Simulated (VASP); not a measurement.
Here is a VASP 6.6.1 calculation.

File INCAR:

```
ALGO = Normal ; EDIFF = 1E-7
ENCUT = 520 ; GGA = PE
ISIF = 2 ; ISMEAR = -1
IVDW = 12 ; LASPH = True
LCHARG = False ; LREAL = Auto
LWAVE = False ; NBANDS = 55
NELM = 100 ; PREC = Accurate
SIGMA = 0.05
```

File KPOINTS:

```
k-points
0
Gamma
  1 1 1
```

File POSCAR:

```
H17O8F
1.0
    6.4950650000      0.0000000000      0.0000000000
    0.0000000000      6.4950650000      0.0000000000
    0.0000000000      0.0000000000      6.4950650000
O H F
8 17 1
Direct
    0.5360839345     -0.0081908341      0.9406064450
    0.4155308684      0.6970215079      0.2434001815
    0.6816098068      0.4115432255      0.8446720703
    0.6843965380      0.7856118453      0.5875999701
    0.9859177699      0.3347310612      0.5550829745
    0.0569971201      0.8985129479      0.3277873278
    0.1859257760      0.6709863566      0.6663520688
    0.6373608270      0.3355316690      0.3360551434
    0.3979944773      0.0526553622      0.8851489554
    0.6019339298     -0.0527169474      0.8117239781
    0.4943137598      0.7398694239      0.3807506160
    0.4702339392      0.7667205794      0.1108379978
    0.7250119899      0.4740830153      0.9742627672
    0.6226419597      0.2737616945      0.8709227698
    0.8208077979      0.7836411183      0.5101411610
    0.6341122067      0.6487232999      0.6568525488
    0.8417159797      0.3745920942      0.5287552934
    1.0613596631      0.4793023626      0.5892165821
    0.0348418376      1.0322606471      0.2688348769
    0.1817379811      0.8287522912      0.2689272548
    0.1807680139      0.6859207722      0.8256114450
    0.1609837623      0.8073514276      0.6074612032
    0.5102181425      0.3826135689      0.2694199365
    0.6157444152      0.1936855135      0.2998430347
    0.0489448527      0.1983198013      0.7006704321
    0.1220926965      0.1079280962      0.8161889065
```

Potentials or basis: VASP PAW PBE potentials, release 64 (O, H, F).

The run is started by

```bash
$ cat potpaw_PBE.64/O/POTCAR potpaw_PBE.64/H/POTCAR potpaw_PBE.64/F/POTCAR > POTCAR
$ mpirun -np 1 vasp_gam > vasp.out
```

Predict the band gap on the k mesh.

4.42 eV.

Predict the dispersion energy per atom.

-0.032 eV.

Predict the largest force.

2.738 eV/Å.

Forces on the atoms (eV/Å):
```
O   -2.130  1.171 -0.824
O    0.701  0.812  0.191
O   -0.279  0.516 -0.141
O   -0.459 -1.059  0.099
O    1.254  1.788  0.114
O   -0.184 -0.913  0.556
O    0.218 -0.252  2.718
O   -0.934 -0.153 -0.625
H    1.333 -0.902  0.841
H    0.359 -0.376 -0.236
H   -0.526 -0.263 -2.426
H   -0.111 -0.199  2.040
H   -0.187 -0.572 -0.046
H    0.349  0.418  0.397
H   -1.265 -0.436  0.858
H    1.607  1.426 -1.042
H    0.190 -0.564  0.129
H   -0.699 -1.765 -0.237
H    0.197  0.476 -0.283
H   -0.129  0.283  0.091
H   -0.003 -0.056 -2.683
H   -0.217  0.259 -0.007
H    0.080  1.253  0.395
H    0.708 -1.142  0.178
H    0.033  0.306  0.089
F    0.095 -0.057 -0.146
```

Caveat: the k points lie up to 0.97 Å⁻¹ apart.
